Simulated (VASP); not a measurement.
Here is a VASP 6.6.1 calculation.

The input INCAR:

```
PREC = Accurate
ENCUT = 520
EDIFF = 1E-6
ISMEAR = -1
SIGMA = 0.1
LREAL = Auto
LASPH = T
NELM = 100
ALGO = Normal
ISIF = 2
LWAVE = F
LCHARG = T
GGA = PE
LELF = T
LVHAR = T
NBANDS = 78
```

The input KPOINTS:

```
Automatic mesh
0
Gamma
  2 2 2
```

The input POSCAR:

```
Ta8C8F
1.0
    0.0000000000      4.4540000000      4.4540000000
    4.4540000000      0.0000000000      4.4540000000
    4.4540000000      4.4540000000      0.0000000000
Ta C F
8 8 1
Direct
    0.0280871127     -0.0240458015     -0.0093848226
    0.0116187696      0.0045240233      0.4938145487
   -0.0099685676      0.5047373148     -0.0052537045
    0.0313650651      0.4903682084      0.4801077683
    0.5235967670      0.0145936237      0.0072743601
    0.4948473282      0.0437022901      0.5041872474
    0.4936461608      0.4925684778      0.0268522676
    0.5083857207      0.4997193534      0.4930736417
    0.2649640772      0.2564548720      0.2415918276
    0.2368320611      0.2628760665      0.7582061069
    0.2523125281      0.7546026044      0.2533453076
    0.2378087113      0.7520880108      0.7671980242
    0.7613718006      0.2532667265      0.2526156264
    0.7560844185      0.2376066457      0.7564436462
    0.7770431073      0.7692972609      0.2195217782
    0.7671755725      0.7781769196      0.7609115402
    0.6222272115      0.6565559048      0.6137404580
```

Potentials or basis: VASP PAW PBE potentials, release 64 (Ta_pv, C, F).

Launch:

```console
$ cat potpaw_PBE.64/Ta_pv/POTCAR potpaw_PBE.64/C/POTCAR potpaw_PBE.64/F/POTCAR > POTCAR
$ mpirun -np 1 vasp_std > vasp.out
```

Task: What does it give for the largest force?

Result: 2.144 eV/Å.

Task: Predict the pressure.

Result: 31.0 GPa.

Stress tensor (GPa, compression positive):
```
34.32 -1.22  1.46
-1.22 25.80 -0.29
 1.46 -0.29 32.85
```

Caveat: the k points lie up to 0.61 Å⁻¹ apart; an odd number of electrons without spin polarisation forces a metal; a magnetic or distorted state may lie lower.
